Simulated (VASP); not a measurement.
Here is a VASP 6.6.1 calculation.

Contents of INCAR:

```
PREC = Accurate ; ENCUT = 520
EDIFF = 1E-6 ; ISMEAR = 0
SIGMA = 0.02 ; LREAL = F
LASPH = T ; NELM = 100
ALGO = Normal ; ISIF = 2
LWAVE = F ; LCHARG = F
GGA = PS ; NBANDS = 33
```

KPOINTS

```
Automatic mesh
0
Gamma
  8 8 6
```

The input POSCAR:

```
HfSnO4
1.0
    3.5998554917      0.0000000000      0.0000000000
    0.0000000000      3.5998554917      0.0000000000
    0.0000000000      0.0000000000      5.4270476059
Hf Sn O
1 1 4
Direct
    0.0000000000      0.0000000000      0.0000000000
    0.5000000000      0.5000000000      0.5000000000
    0.0000000000      0.5000000000      0.6842662688
    0.5000000000      0.0000000000      0.8217961305
    0.5000000000      0.0000000000      0.3157337312
    0.0000000000      0.5000000000      0.1782038695
```

Potentials or basis: VASP PAW PBE potentials, release 64 (Hf_pv, Sn_d, O).

Run with:

```console
$ cat potpaw_PBE.64/Hf_pv/POTCAR potpaw_PBE.64/Sn_d/POTCAR potpaw_PBE.64/O/POTCAR > POTCAR
$ mpirun -np 1 vasp_std > vasp.out
```

Task: Estimate the largest force.

Result: 0.200 eV/Å.

Task: What does it give for the band gap on the k mesh?

Result: 1.68 eV (least direct gap 1.79 eV).

Forces in eV/Å, atoms in the order of the input:
```
Hf   0.000  0.000  0.000
Sn   0.000  0.000  0.000
O    0.000  0.000  0.091
O    0.000  0.000  0.200
O    0.000  0.000 -0.091
O    0.000  0.000 -0.200
```

Caveat: the cell stands under tension; the PAW data sets were made with another functional, which shifts forces and pressure a little; spin-orbit coupling is left out, which moves the levels of the heavy elements. A k mesh can miss the band edges.
